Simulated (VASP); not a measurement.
# Al (P6_3/mmc) in VASP: a series of runs, part 2 of 2

VASP 6.6.1. Earlier steps stand in the parts before.

**4. Single point, LDA**

This run uses another cell than the first one, of 15.70 Å³/atom, 0.997 times its volume.

INCAR

```
PREC = Accurate
ENCUT = 520
EDIFF = 1E-7
ISMEAR = 0
SIGMA = 0.15
LREAL = False
LASPH = True
NELM = 100
ALGO = Fast
ISIF = 2
LWAVE = False
LCHARG = True
GGA = CA
LELF = True
LVHAR = True
NBANDS = 10
```

KPOINTS

```
Automatic mesh
0
Gamma
  18 18 10
```

POSCAR

```
Al
1.0
    2.7814000000      0.0000000000      0.0000000000
   -1.3907000000      2.4087630581      0.0000000000
    0.0000000000      0.0000000000      4.6862330202
Al
2
Direct
    0.6666666667      0.3333333333      0.7500000000
    0.3333333333      0.6666666667      0.2500000000
```

Potentials or basis: VASP PAW LDA potentials, release 64 (Al).

Launch:

```console
> cat potpaw_LDA.64/Al/POTCAR > POTCAR
> mpirun -np 1 vasp_std > vasp.out
```

OUTCAR:

```text
PREC = Accurate
   ENCUT = 520
   EDIFF = 1E-7
   ISMEAR = 0
   LREAL = False
   LASPH = True
   NELM = 100
   ISIF = 2
   GGA = CA

 ion  position               nearest neighbor table
   1  0.667  0.333  0.750-   2 2.84   2 2.84   2 2.84   2 2.84   2 2.84   2 2.84
   2  0.333  0.667  0.250-   1 2.84   1 2.84   1 2.84   1 2.84   1 2.84   1 2.84

  LATTYP: Found a hexagonal cell.
 ALAT       =     2.7814000000
 C/A-ratio  =     1.6848468470

  Lattice vectors:

 A1 = (   2.7814000000,   0.0000000000,   0.0000000000)
 A2 = (  -1.3907000000,   2.4087630581,   0.0000000000)
 A3 = (   0.0000000000,   0.0000000000,   4.6862330202)

Analysis of symmetry for initial positions (statically):
=====================================================================
 Subroutine PRICEL returns:
 Original cell was already a primitive cell.

 Routine SETGRP: Setting up the symmetry group for a
 hexagonal supercell.

 Subroutine GETGRP returns: Found 24 space group operations
 (whereof 12 operations were pure point group operations)
 out of a pool of 24 trial point group operations.
[... 173 lines left out ...]

 k-point     1 :       0.0000    0.0000    0.0000
  band No.  band energies     occupation
      1      -3.1327      2.00000
      2       3.4046      2.00000
      3       3.4630      2.00000
      4      19.7079      0.00000
      5      19.7079      0.00000
      6      19.9325      0.00000
      7      19.9325      0.00000
      8      20.1899      0.00000
      9      22.0637      0.00000
     10      23.2058      0.00000
[... 287 lines left out ...]
 k-point    24 :       0.3889    0.1111    0.0000
  band No.  band energies     occupation
      1       2.0211      2.00000
      2       4.6762      2.00000
      3       8.2426      1.44884
      4       8.5250      0.03879
      5      10.6451      0.00000
      6      11.0001      0.00000
      7      12.3119      0.00000
      8      17.6217      0.00000
      9      17.6811      0.00000
     10      19.3710      0.00000

 [... further k-points ...]

------------------------ aborting loop because EDIFF is reached ----------------------------------------

  FORCE on cell =-STRESS in cart. coord.  units (eV):
  Direction    XX          YY          ZZ          XY          YZ          ZX
  --------------------------------------------------------------------------------------
  -------------------------------------------------------------------------------------
  Total        0.3059652      0.3059652      0.2071401      0.0000000      0.0000000      0.0000000
  in kB       15.6135323     15.6135323     10.5704494      0.0000000      0.0000000      0.0000000
  external PRESSURE =      13.9325047 kB  Pullay stress =       0.0000000 kB

 VOLUME and BASIS-vectors are now :
 -----------------------------------------------------------------------------
  energy-cutoff  :      520.00
  volume of cell :       31.40
      direct lattice vectors                 reciprocal lattice vectors
     2.781400000  0.000000000  0.000000000     0.359531171  0.207575419  0.000000000
    -1.390700000  2.408763058  0.000000000     0.000000000  0.415150837  0.000000000
     0.000000000  0.000000000  4.686233020     0.000000000  0.000000000  0.213391011

 POSITION                                       TOTAL-FORCE (eV/Angst)
 -----------------------------------------------------------------------------------
      1.39070      0.80292      3.51467         0.000000      0.000000      0.000000
     -0.00000      1.60584      1.17156        -0.000000     -0.000000      0.000000
 -----------------------------------------------------------------------------------
    total drift:                                0.000000     -0.000000     -0.000000

  FREE ENERGIE OF THE ION-ELECTRON SYSTEM (eV)
  ---------------------------------------------------
  free  energy   TOTEN  =        -8.3129705811 eV

  energy  without entropy=       -8.3030326762  energy(sigma->0) =       -8.30800163
```

OSZICAR:

```text
N       E                     dE             d eps       ncg     rms          rms(c)
DAV:   1    -0.568818346842E+00   -0.56882E+00   -0.23603E+03  4440   0.477E+02
DAV:   2    -0.821206289052E+01   -0.76432E+01   -0.73004E+01  5892   0.551E+01
DAV:   3    -0.837535144442E+01   -0.16329E+00   -0.16184E+00  5782   0.647E+00
DAV:   4    -0.837587610007E+01   -0.52466E-03   -0.52462E-03  5358   0.435E-01
DAV:   5    -0.837587867758E+01   -0.25775E-05   -0.25772E-05  5392   0.300E-02    0.203E+00
RMM:   6    -0.833756349010E+01    0.38315E-01   -0.38555E-03  4492   0.311E-01    0.116E+00
RMM:   7    -0.831304565500E+01    0.24518E-01   -0.97862E-03  4624   0.490E-01    0.166E-01
RMM:   8    -0.831296287710E+01    0.82778E-04   -0.61237E-04  4869   0.153E-01    0.449E-02
RMM:   9    -0.831297054953E+01   -0.76724E-05   -0.71187E-05  5135   0.660E-02    0.129E-02
RMM:  10    -0.831297087854E+01   -0.32901E-06   -0.98011E-06  5173   0.186E-02    0.145E-02
RMM:  11    -0.831297054973E+01    0.32881E-06   -0.14757E-06  5235   0.934E-03    0.877E-03
RMM:  12    -0.831297058110E+01   -0.31369E-07   -0.28977E-07  5111   0.347E-03
   1 F= -.83129706E+01 E0= -.83080016E+01  d E =-.993790E-02
```

It took 36 s on 1 thread of Intel Xeon 6975P-C, shared host; peak memory 0.17 GiB.

What came out:

```yaml
Free_energy: -8.3130 eV
Pressure: 1.4 GPa
Band_gap_on_the_k_mesh: zero (band 3 reaches 12.25 eV, above the bottom of band 4 at 5.10 eV)
```

Stress tensor (GPa, compression positive):
```
1.56 0.00 0.00
0.00 1.56 0.00
0.00 0.00 1.06
```

**5. Single point, LDA**

This run uses another cell than the first one, of 15.80 Å³/atom, 1.004 times its volume.

INCAR

```
PREC     = Accurate       # precision mode
ENCUT    = 520            # plane-wave cutoff, eV
EDIFF    = 1E-7           # SCF threshold, eV
ISMEAR   = 0              # smearing method
SIGMA    = 0.15           # smearing width, eV
LREAL    = F              # projectors in reciprocal space
LASPH    = T              # aspherical terms in the spheres
NELM     = 60             # most SCF steps
ALGO     = Fast           # electronic algorithm
ISIF     = 2              # what is computed and relaxed
LWAVE    = F              # write WAVECAR
LCHARG   = T              # write CHGCAR
GGA      = CA             # functional
LELF     = T              # ELF
LVHAR    = T            
NBANDS   = 10             # bands
```

KPOINTS

```
regular mesh
0
Gamma
  18 18 10
```

POSCAR

```
Al
1.0
    2.7394000000      0.0000000000      0.0000000000
   -1.3697000000      2.3723899911      0.0000000000
    0.0000000000      0.0000000000      4.8620000000
Al
2
Direct
    0.6666666667      0.3333333333      0.7500000000
    0.3333333333      0.6666666667      0.2500000000
```

Potentials or basis: VASP PAW LDA potentials, release 64 (Al).

Launch:

```console
> cat potpaw_LDA.64/Al/POTCAR > POTCAR
> mpirun -np 1 vasp_std > vasp.out
```

OUTCAR:

```text
PREC = Accurate
   ENCUT = 520
   EDIFF = 1E-7
   ISMEAR = 0
   LREAL = F
   LASPH = T
   NELM = 60
   ISIF = 2
   GGA = CA

 ion  position               nearest neighbor table
   1  0.667  0.333  0.750-   2 2.90   2 2.90   2 2.90   2 2.90   2 2.90   2 2.90
   2  0.333  0.667  0.250-   1 2.90   1 2.90   1 2.90   1 2.90   1 2.90   1 2.90

  LATTYP: Found a hexagonal cell.
 ALAT       =     2.7394000000
 C/A-ratio  =     1.7748412061

  Lattice vectors:

 A1 = (   2.7394000000,   0.0000000000,   0.0000000000)
 A2 = (  -1.3697000000,   2.3723899911,   0.0000000000)
 A3 = (   0.0000000000,   0.0000000000,   4.8620000000)

Analysis of symmetry for initial positions (statically):
=====================================================================
 Subroutine PRICEL returns:
 Original cell was already a primitive cell.

 Routine SETGRP: Setting up the symmetry group for a
 hexagonal supercell.

 Subroutine GETGRP returns: Found 24 space group operations
 (whereof 12 operations were pure point group operations)
 out of a pool of 24 trial point group operations.

[... 171 lines left out ...]

 k-point     1 :       0.0000    0.0000    0.0000
  band No.  band energies     occupation
      1      -3.1610      2.00000
      2       2.7755      2.00000
      3       3.1175      2.00000
      4      19.1211      0.00000
      5      20.2423      0.00000
      6      20.4605      0.00000
      7      20.4605      0.00000
      8      20.4989      0.00000
      9      20.4989      0.00000
     10      23.8063      0.00000
[... 287 lines left out ...]
 k-point    24 :       0.3889    0.1111    0.0000
  band No.  band energies     occupation
      1       2.1465      2.00000
      2       4.8556      2.00000
      3       8.0299      1.92435
      4       8.1431      1.52229
      5      10.4390      0.00000
      6      10.9771      0.00000
      7      12.4626      0.00000
      8      17.4013      0.00000
      9      17.8242      0.00000
     10      19.9105      0.00000

 [... further k-points ...]

------------------------ aborting loop because EDIFF is reached ----------------------------------------

  FORCE on cell =-STRESS in cart. coord.  units (eV):
  Direction    XX          YY          ZZ          XY          YZ          ZX
  --------------------------------------------------------------------------------------
  -------------------------------------------------------------------------------------
  Total        0.6228921      0.6228921     -0.3776865      0.0000000      0.0000000      0.0000000
  in kB       31.5839821     31.5839821    -19.1507399      0.0000000      0.0000000      0.0000000
  external PRESSURE =      14.6724081 kB  Pullay stress =       0.0000000 kB

 VOLUME and BASIS-vectors are now :
 -----------------------------------------------------------------------------
  energy-cutoff  :      520.00
  volume of cell :       31.60
      direct lattice vectors                 reciprocal lattice vectors
     2.739400000  0.000000000  0.000000000     0.365043440  0.210757928  0.000000000
    -1.369700000  2.372389991  0.000000000     0.000000000  0.421515857  0.000000000
     0.000000000  0.000000000  4.862000000     0.000000000  0.000000000  0.205676676

 POSITION                                       TOTAL-FORCE (eV/Angst)
 -----------------------------------------------------------------------------------
      1.36970      0.79080      3.64650        -0.000000     -0.000000      0.000000
     -0.00000      1.58159      1.21550         0.000000      0.000000      0.000000
 -----------------------------------------------------------------------------------
    total drift:                               -0.000000      0.000000     -0.000000

  FREE ENERGIE OF THE ION-ELECTRON SYSTEM (eV)
  ---------------------------------------------------
  free  energy   TOTEN  =        -8.2970859779 eV

  energy  without entropy=       -8.2884245287  energy(sigma->0) =       -8.29275525
```

OSZICAR:

```text
N       E                     dE             d eps       ncg     rms          rms(c)
DAV:   1    -0.627106049670E+00   -0.62711E+00   -0.23285E+03  4440   0.472E+02
DAV:   2    -0.819763542415E+01   -0.75705E+01   -0.72835E+01  5788   0.555E+01
DAV:   3    -0.835985295014E+01   -0.16222E+00   -0.16145E+00  5890   0.650E+00
DAV:   4    -0.836041593101E+01   -0.56298E-03   -0.56294E-03  5350   0.444E-01
DAV:   5    -0.836041856142E+01   -0.26304E-05   -0.26313E-05  5466   0.314E-02    0.205E+00
RMM:   6    -0.832172767821E+01    0.38691E-01   -0.37809E-03  4491   0.307E-01    0.117E+00
RMM:   7    -0.829717076444E+01    0.24557E-01   -0.95784E-03  4628   0.483E-01    0.162E-01
RMM:   8    -0.829707838405E+01    0.92380E-04   -0.63726E-04  4924   0.155E-01    0.439E-02
RMM:   9    -0.829708613789E+01   -0.77538E-05   -0.70544E-05  5185   0.657E-02    0.170E-02
RMM:  10    -0.829708631011E+01   -0.17222E-06   -0.10053E-05  5230   0.193E-02    0.153E-02
RMM:  11    -0.829708594622E+01    0.36388E-06   -0.14714E-06  5272   0.911E-03    0.949E-03
RMM:  12    -0.829708597795E+01   -0.31726E-07   -0.30450E-07  5137   0.364E-03
   1 F= -.82970860E+01 E0= -.82927553E+01  d E =-.866145E-02
```

stdout:

```text
POSCAR found type information on POSCAR Al
 POSCAR found :  1 types and       2 ions
 scaLAPACK will be used
 LDA part: xc-table for (Slater(with rela. corr.)+CA(PZ))
 , standard interpolation
 POSCAR, INCAR and KPOINTS ok, starting setup
 FFT: planning ... GRIDC
 FFT: planning ... GRID_SOFT
 FFT: planning ... GRID
 WAVECAR not read
 entering main loop
```

It took 33 s on 1 thread of Intel Xeon 6975P-C, shared host; peak memory 0.16 GiB.

What came out:

| Item | Value |
| --- | --- |
| Free energy | -8.2971 eV |
| Pressure | 1.5 GPa |
| Band gap on the k mesh | zero (band 3 reaches 11.79 eV, above the bottom of band 4 at 5.17 eV) |

**6. Single point, LDA**

This run uses another cell than the first one, of 16.00 Å³/atom, 1.017 times its volume.

INCAR

```
SYSTEM = Al
PREC = Accurate
ENCUT = 520
EDIFF = 1E-7
ISMEAR = 0
SIGMA = 0.15
LREAL = .FALSE.
LASPH = .TRUE.
NELM = 100
ALGO = Fast
ISIF = 2
LWAVE = .FALSE.
LCHARG = .FALSE.
NBANDS = 10
```

KPOINTS

```
regular mesh
0
G
  18 18 10
  0 0 0
```

POSCAR

```
Al
1.0
    2.7534000000      0.0000000000      0.0000000000
   -1.3767000000      2.3845143468      0.0000000000
    0.0000000000      0.0000000000      4.8737000000
Al
2
Direct
    0.6666666667      0.3333333333      0.7500000000
    0.3333333333      0.6666666667      0.2500000000
```

Potentials or basis: VASP PAW LDA potentials, release 64 (Al).

Launch:

```console
> cat potpaw_LDA.64/Al/POTCAR > POTCAR
> mpirun -np 1 vasp_std > vasp.out
```

OUTCAR:

```text
SYSTEM = Al
   PREC = Accurate
   ENCUT = 520
   EDIFF = 1E-7
   ISMEAR = 0
   LREAL = .FALSE.
   LASPH = .TRUE.
   NELM = 100
   ISIF = 2

 ion  position               nearest neighbor table
   1  0.667  0.333  0.750-   2 2.91   2 2.91   2 2.91   2 2.91   2 2.91   2 2.91
   2  0.333  0.667  0.250-   1 2.91   1 2.91   1 2.91   1 2.91   1 2.91   1 2.91

  LATTYP: Found a hexagonal cell.
 ALAT       =     2.7534000000
 C/A-ratio  =     1.7700661001

  Lattice vectors:

 A1 = (   2.7534000000,   0.0000000000,   0.0000000000)
 A2 = (  -1.3767000000,   2.3845143468,   0.0000000000)
 A3 = (   0.0000000000,   0.0000000000,   4.8737000000)

Analysis of symmetry for initial positions (statically):
=====================================================================
 Subroutine PRICEL returns:
 Original cell was already a primitive cell.

 Routine SETGRP: Setting up the symmetry group for a
 hexagonal supercell.

 Subroutine GETGRP returns: Found 24 space group operations
 (whereof 12 operations were pure point group operations)
 out of a pool of 24 trial point group operations.

The static configuration has the point symmetry D_3d.
 The point group associated with its full space group is D_6h.

Analysis of symmetry for dynamics (positions and initial velocities):
[... 175 lines left out ...]
      6      20.1648      0.00000
      7      20.1648      0.00000
      8      20.2525      0.00000
      9      20.2525      0.00000
     10      23.5004      0.00000
[... 287 lines left out ...]
 k-point    24 :       0.3889    0.1111    0.0000
  band No.  band energies     occupation
      1       2.0503      2.00000
      2       4.7393      2.00000
      3       7.8972      1.92134
      4       8.0266      1.40965
      5      10.2966      0.00000
      6      10.8399      0.00000
      7      12.2325      0.00000
      8      17.1669      0.00000
      9      17.6228      0.00000
     10      19.6406      0.00000

 [... further k-points ...]

------------------------ aborting loop because EDIFF is reached ----------------------------------------

  FORCE on cell =-STRESS in cart. coord.  units (eV):
  Direction    XX          YY          ZZ          XY          YZ          ZX
  --------------------------------------------------------------------------------------
  -------------------------------------------------------------------------------------
  Total        0.3643110      0.3643110     -0.5125901      0.0000000      0.0000000      0.0000000
  in kB       18.2412589     18.2412589    -25.6656804      0.0000000      0.0000000      0.0000000
  external PRESSURE =       3.6056125 kB  Pullay stress =       0.0000000 kB

 VOLUME and BASIS-vectors are now :
 -----------------------------------------------------------------------------
  energy-cutoff  :      520.00
  volume of cell :       32.00
      direct lattice vectors                 reciprocal lattice vectors
     2.753400000  0.000000000  0.000000000     0.363187332  0.209686304  0.000000000
    -1.376700000  2.384514347  0.000000000     0.000000000  0.419372608  0.000000000
     0.000000000  0.000000000  4.873700000     0.000000000  0.000000000  0.205182921

 POSITION                                       TOTAL-FORCE (eV/Angst)
 -----------------------------------------------------------------------------------
      1.37670      0.79484      3.65528         0.000000      0.000000      0.000000
     -0.00000      1.58968      1.21843        -0.000000     -0.000000      0.000000
 -----------------------------------------------------------------------------------
    total drift:                               -0.000000      0.000000     -0.000000

  FREE ENERGIE OF THE ION-ELECTRON SYSTEM (eV)
  ---------------------------------------------------
  free  energy   TOTEN  =        -8.3010548381 eV

  energy  without entropy=       -8.2922282288  energy(sigma->0) =       -8.29664153
```

OSZICAR:

```text
N       E                     dE             d eps       ncg     rms          rms(c)
DAV:   1    -0.624329870321E+00   -0.62433E+00   -0.23381E+03  4440   0.475E+02
DAV:   2    -0.820536707384E+01   -0.75810E+01   -0.73334E+01  5808   0.563E+01
DAV:   3    -0.836292040020E+01   -0.15755E+00   -0.15534E+00  5860   0.641E+00
DAV:   4    -0.836350676880E+01   -0.58637E-03   -0.58633E-03  5378   0.445E-01
DAV:   5    -0.836350958413E+01   -0.28153E-05   -0.28156E-05  5458   0.323E-02    0.201E+00
RMM:   6    -0.832535044325E+01    0.38159E-01   -0.38891E-03  4498   0.311E-01    0.115E+00
RMM:   7    -0.830113573762E+01    0.24215E-01   -0.98124E-03  4671   0.489E-01    0.161E-01
RMM:   8    -0.830104725775E+01    0.88480E-04   -0.61999E-04  4933   0.153E-01    0.428E-02
RMM:   9    -0.830105499537E+01   -0.77376E-05   -0.70415E-05  5178   0.654E-02    0.166E-02
RMM:  10    -0.830105516237E+01   -0.16700E-06   -0.99275E-06  5227   0.192E-02    0.159E-02
RMM:  11    -0.830105480647E+01    0.35590E-06   -0.14368E-06  5272   0.899E-03    0.940E-03
RMM:  12    -0.830105483813E+01   -0.31656E-07   -0.29721E-07  5147   0.360E-03
   1 F= -.83010548E+01 E0= -.82966415E+01  d E =-.882661E-02
```

stdout:

```text
POSCAR found type information on POSCAR Al
 POSCAR found :  1 types and       2 ions
 scaLAPACK will be used
 LDA part: xc-table for (Slater(with rela. corr.)+CA(PZ))
 , standard interpolation
 POSCAR, INCAR and KPOINTS ok, starting setup
 FFT: planning ... GRIDC
 FFT: planning ... GRID_SOFT
 FFT: planning ... GRID
 WAVECAR not read
 entering main loop
```

It took 30 s on 1 thread of Intel Xeon 6975P-C, shared host; peak memory 0.16 GiB.

Results:

- Free energy: -8.3011 eV
- Pressure: 0.4 GPa
- Band gap on the k mesh: zero (band 3 reaches 11.66 eV, above the bottom of band 4 at 5.04 eV)

**7. Overview**

```csv
cell,gap on the mesh (eV),pressure (GPa)
"a = 2.802, b = 2.802, c = 4.628 Å, angles 90.0, 90.0, 120.0°, 2 atoms",none,1.2
"a = 2.845, b = 2.845, c = 4.511 Å, angles 90.0, 90.0, 120.0°, 2 atoms",none,0.8
"a = 2.781, b = 2.781, c = 4.686 Å, angles 90.0, 90.0, 120.0°, 2 atoms",none,1.4
"a = 2.739, b = 2.739, c = 4.862 Å, angles 90.0, 90.0, 120.0°, 2 atoms",none,1.5
"a = 2.753, b = 2.753, c = 4.874 Å, angles 90.0, 90.0, 120.0°, 2 atoms",none,0.4
```

Alike in all rows: task single point; level LDA; potentials or basis VASP PAW LDA potentials, release 64 (Al); no spin polarisation; k mesh 18 × 18 × 10; cutoff (eV) 520; smearing gaussian 0.15 eV.

Total energies depend on the potentials used, so only differences within one code and one set of settings carry meaning.
